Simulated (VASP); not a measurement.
# LiF (P6_3mc) in VASP: notebook, part 2 of 2

VASP 6.6.1. Earlier steps stand in the parts before.

## (4) Single point, r2SCAN

This run uses another cell than the first one, of 9.83 Å³/atom.

POSCAR

```
LiF
1.0
    3.0810131961      0.0000000000      0.0000000000
   -1.5405065980      2.6682356972      0.0000000000
    0.0000000000      0.0000000000      4.7853416872
Li F
2 2
Direct
    0.3333333333      0.6666666667     -0.0074306400
    0.6666666667      0.3333333333      0.4925693600
    0.3333333333      0.6666666667      0.3824306400
    0.6666666667      0.3333333333      0.8824306400
```

INCAR.step1

```
PREC = Accurate ; ENCUT = 520
ISMEAR = 0 ; SIGMA = 0.01
LREAL = F ; LASPH = T
NELM = 100 ; NBANDS = 18
GGA = PE ; ALGO = Normal
EDIFF = 1E-4 ; LWAVE = T
LCHARG = F
```

INCAR.step2

```
PREC = Accurate ; ENCUT = 520
EDIFF = 1E-6 ; ISMEAR = 0
SIGMA = 0.01 ; LREAL = F
LASPH = T ; NELM = 100
ALGO = Normal ; ISIF = 2
LWAVE = F ; LCHARG = T
METAGGA = R2SCAN ; LMIXTAU = T
LELF = T ; LVHAR = T
NBANDS = 18 ; ISTART = 1
```

KPOINTS

```
regular mesh
0
Gamma
  12 12 6
```

Command:

```console
> cat potpaw_PBE.64/Li_sv/POTCAR potpaw_PBE.64/F/POTCAR > POTCAR
> cp INCAR.step1 INCAR
> mpirun -np 1 vasp_std > vasp.out
> cp INCAR.step2 INCAR
> mpirun -np 1 vasp_std > vasp.out
```

Run time: 1.9 min. Hardware: 1 thread of Intel Xeon Platinum 8488C (Sapphire Rapids), shared host; peak memory 0.18 GiB.

Results (log left out):

* Free energy: -23.6587 eV
* Largest force: 0.003 eV/Å
* Band gap on the k mesh: 8.68 eV

Forces on the atoms (eV/Å):
```
Li   0.000  0.000 -0.003
Li   0.000  0.000 -0.003
F    0.000  0.000  0.003
F    0.000  0.000  0.003
```

Levels at points of the mesh, in eV from the valence-band top:
| k point | band 6 | band 7 | band 8 | band 9 | band 10 | band 11 | band 12 | band 13 | band 14 | band 15 |
| --- | --- | --- | --- | --- | --- | --- | --- | --- | --- | --- |
| (0.00, 0.00, 0.00) | -0.52 | -0.52 | -0.19 | -0.19 | 0.00 | 8.68 | 13.10 | 16.53 | 19.93 | 19.93 |
| (0.50, 0.00, 0.00) | -1.25 | -1.05 | -1.05 | -0.55 | -0.41 | 12.04 | 13.20 | 15.96 | 16.20 | 18.55 |
| (0.00, 0.00, 0.50) | -1.15 | -0.35 | -0.35 | -0.35 | -0.35 | 10.41 | 10.41 | 19.04 | 19.04 | 20.23 |
| (0.50, 0.00, 0.50) | -1.79 | -0.74 | -0.74 | -0.57 | -0.57 | 12.06 | 12.06 | 16.04 | 16.04 | 20.53 |

Caveat: the cutoff is under 1.25 times the usual one of these potentials, so pressure, stress and relaxed cells hold a basis-set (Pulay) error; the PAW data sets were made with another functional, which shifts forces and pressure a little. A k mesh can miss the band edges.

## (5) Relaxation of cell and atoms, PBE

This run uses another cell than the first one, of 6.07 Å³/atom.

INCAR

```
SYSTEM = LiF
PREC     = Accurate       ! precision mode
ENCUT    = 600            ! plane-wave cutoff, eV
EDIFF    = 1E-6           ! SCF threshold, eV
ISMEAR   = -1             ! smearing method
SIGMA    = 0.02           ! smearing width, eV
LREAL    = .False.        ! projectors in reciprocal space
LASPH    = .True.         ! aspherical terms in the spheres
NELM     = 100            ! most SCF steps
ALGO     = Normal         ! electronic algorithm
ISIF     = 3              ! what is computed and relaxed
LWAVE    = .False.        ! write WAVECAR
LCHARG   = .False.        ! write CHGCAR
GGA      = PE             ! functional
IBRION   = 2              ! ionic algorithm
NSW      = 80             ! ionic steps
EDIFFG   = -0.005         ! ionic threshold
```

KPOINTS

```
regular mesh
0
Gamma
  12 12 6
  0 0 0
```

POSCAR

```
LiF
1.0
    2.5801291957      0.0000000000      0.0000000000
   -1.2900645979      2.2344574285      0.0000000000
    0.0000000000      0.0000000000      4.2133509766
Li F
2 2
Direct
    0.3333333333      0.6666666667      0.0000000000
    0.6666666667      0.3333333333      0.5000000000
    0.3333333333      0.6666666667      0.3750000000
    0.6666666667      0.3333333333      0.8750000000
```

Command:

```console
> cat potpaw_PBE.64/Li_sv/POTCAR potpaw_PBE.64/F/POTCAR > POTCAR
> mpirun -np 1 vasp_std > vasp.out
```

It took 77 s on 1 thread of Intel Xeon Platinum 8488C (Sapphire Rapids), shared host; peak memory 0.16 GiB.

The run converged. Its results:

| Quantity | Value |
| --- | --- |
| Free energy | -19.1281 eV |
| Relaxed volume | 9.66 Å³/atom |
| Relaxed cell | a = 3.034 Å, b = 3.034 Å, c = 4.851 Å, α = 90.00°, β = 90.00°, γ = 120.00° |
| Space group after relaxing (to 0.1 Å) | P6_3mc (No. 186) |
| Energy gained by relaxing | 700.3 meV/atom |
| Ionic steps | 8 |
| Pressure after relaxing | 0.0 GPa |
| Band gap on the k mesh | 8.07 eV |

The path:
```csv
step,energy change (eV),largest force (eV/Å),pressure (GPa),volume (Å³)
1,0.0000,0.0676,86.36,24.29
2,-2.7904,0.0379,2.67,37.71
3,-2.7952,0.0351,-1.68,39.36
4,-2.7986,0.0362,0.00,38.70
5,-2.7993,0.0364,-0.01,38.70
6,-2.8006,0.0387,-0.04,38.69
7,-2.8007,0.0395,-0.05,38.69
8,-2.8011,0.0011,0.02,38.66
```

Final structure:
```xyz
4
Lattice="3.0337 0.0000 0.0000 -1.5168 2.6272 0.0000 0.0000 0.0000 4.8506" Properties=species:S:1:pos:R:3 pbc="T T T"
Li    0.0000    1.7515    4.8331
Li    1.5168    0.8757    2.4078
F     0.0000    1.7515    1.8365
F     1.5168    0.8757    4.2618
```

Levels at points of the mesh, in eV from the valence-band top:
| k point | band 6 | band 7 | band 8 | band 9 | band 10 | band 11 | band 12 | band 13 | band 14 |
| --- | --- | --- | --- | --- | --- | --- | --- | --- | --- |
| (0.00, 0.00, 0.00) | -0.39 | -0.39 | -0.08 | -0.08 | 0.00 | 8.07 | 12.21 | 15.58 | 19.02 |
| (0.50, 0.00, 0.00) | -1.28 | -1.00 | -0.94 | -0.53 | -0.34 | 11.50 | 12.33 | 15.22 | 15.27 |
| (0.00, 0.00, 0.50) | -1.15 | -0.24 | -0.24 | -0.24 | -0.24 | 9.71 | 9.71 | 17.84 | 17.84 |
| (0.50, 0.00, 0.50) | -1.79 | -0.65 | -0.65 | -0.57 | -0.57 | 11.40 | 11.40 | 15.24 | 15.24 |

Caveat: the cutoff is under 1.25 times the usual one of these potentials, so pressure, stress and relaxed cells hold a basis-set (Pulay) error; the volume moved by over 15 % at a fixed basis, so the end points are rough.

## (6) Summary

```tsv
task	level	cell	cutoff (eV)	smearing	gap on the mesh (eV)
single point	PBE	a = 3.124, b = 3.124, c = 4.904 Å, angles 90.0, 90.0, 120.0°, 4 atoms, atomic positions A	520	fermi-dirac 0.02 eV	7.59
single point	r2SCAN	a = 3.081, b = 3.081, c = 4.785 Å, angles 90.0, 90.0, 120.0°, 4 atoms, atomic positions B	520	fermi-dirac 0.02 eV	8.68
single point	r2SCAN	a = 3.081, b = 3.081, c = 4.785 Å, angles 90.0, 90.0, 120.0°, 4 atoms, atomic positions B	520	gaussian 0.01 eV	8.68
relaxation of cell and atoms	PBE	relaxed from a = 2.580, b = 2.580, c = 4.213 Å, angles 90.0, 90.0, 120.0°, 4 atoms, atomic positions C	600	fermi-dirac 0.02 eV	8.07
```

Alike in all rows: potentials or basis VASP PAW PBE potentials, release 64 (Li_sv, F); no spin polarisation; k mesh 12 × 12 × 6.

Caveats: the cutoff is under 1.25 times the usual one of these potentials, so pressure, stress and relaxed cells hold a basis-set (Pulay) error; the PAW data sets were made with another functional, which shifts forces and pressure a little (at least some runs); the volume moved by over 15 % at a fixed basis, so the end points are rough (at least some runs).

Total energies depend on the potentials used, so only differences within one code and one set of settings carry meaning.
